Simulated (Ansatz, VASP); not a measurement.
## AlGa3N4: VASP beside Ansatz

The input INCAR:

```
SYSTEM = AlGa3N4
PREC = Accurate
ENCUT = 520
EDIFF = 1E-6
ISMEAR = 0
SIGMA = 0.05
LREAL = .FALSE.
LASPH = .TRUE.
NELM = 80
ALGO = Normal
ISIF = 2
LWAVE = .FALSE.
LCHARG = .FALSE.
GGA = PS
NBANDS = 41
```

File KPOINTS:

```
regular mesh
0
G
  6 6 6
  0 0 0
```

The input POSCAR:

```
AlGa3N4
1.0
    4.4716853600      0.0000000000      0.0000000000
    0.0000000000      4.4716853600      0.0000000000
    0.0000000000      0.0000000000      4.4716853600
Al Ga N
1 3 4
Direct
    0.0000000000      0.0000000000      0.0000000000
    0.5000000000      0.5000000000      0.0000000000
    0.5000000000      0.0000000000      0.5000000000
    0.0000000000      0.5000000000      0.5000000000
    0.7557144200      0.7557144200      0.2442855800
    0.7557144200      0.2442855800      0.7557144200
    0.2442855800      0.7557144200      0.7557144200
    0.2442855800      0.2442855800      0.2442855800
```

Input for Ansatz:

```yaml
crystal:
  lattice:
    - [4.47168536, 0.0, 0.0]
    - [0.0, 4.47168536, 0.0]
    - [0.0, 0.0, 4.47168536]
  atoms:
    - { symbol: Al, position: [0.0, 0.0, 0.0] }
    - { symbol: Ga, position: [0.5, 0.5, 0.0] }
    - { symbol: Ga, position: [0.5, 0.0, 0.5] }
    - { symbol: Ga, position: [0.0, 0.5, 0.5] }
    - { symbol: "N", position: [0.75571442, 0.75571442, 0.24428558] }
    - { symbol: "N", position: [0.75571442, 0.24428558, 0.75571442] }
    - { symbol: "N", position: [0.24428558, 0.75571442, 0.75571442] }
    - { symbol: "N", position: [0.24428558, 0.24428558, 0.24428558] }
basis:
  ecutwfc: 420
kpoints:
  mp_grid: { grid: [6, 6, 6] }
hamiltonian:
  xc: pbesol
scf:
  occupations: { method: gaussian, width: 0.05 }
output:
  forces: true
  stress: true
  eigenvalues: true
```

Alike in both runs: task single point; functional PBEsol; k mesh 6 × 6 × 6; occupations gaussian, width 0.05 eV; no spin polarisation.

|  | VASP | Ansatz |
| --- | --- | --- |
| version | VASP 6.6.1 | Ansatz 0.2.0 |
| potentials or method | VASP PAW PBE potentials, release 64 (Al, Ga_d, N), cutoff 520 eV | scalar-relativistic, plane waves, PAW |
| valence electrons in the cell | 62 | 62 |

|  | VASP | Ansatz | Ansatz less VASP |
| --- | --- | --- | --- |
| gap on the k mesh at the Fermi level (eV) | 2.30 | 2.28 | -0.020 |
| least direct gap on the mesh (eV) | 2.30 | 2.28 | -0.020 |
| pressure (GPa) | -0.7 | -0.5 | +0.16 |
| rms of the force components (eV/Å) | 0.057 | 0.054 | -0.0034 |

VASP's potentials were made for PBE, not for PBEsol. Atom by atom the forces differ by 0.003 eV/Å (rms over components). With one functional, cell and mesh, what is left measures potentials, basis and numerics.
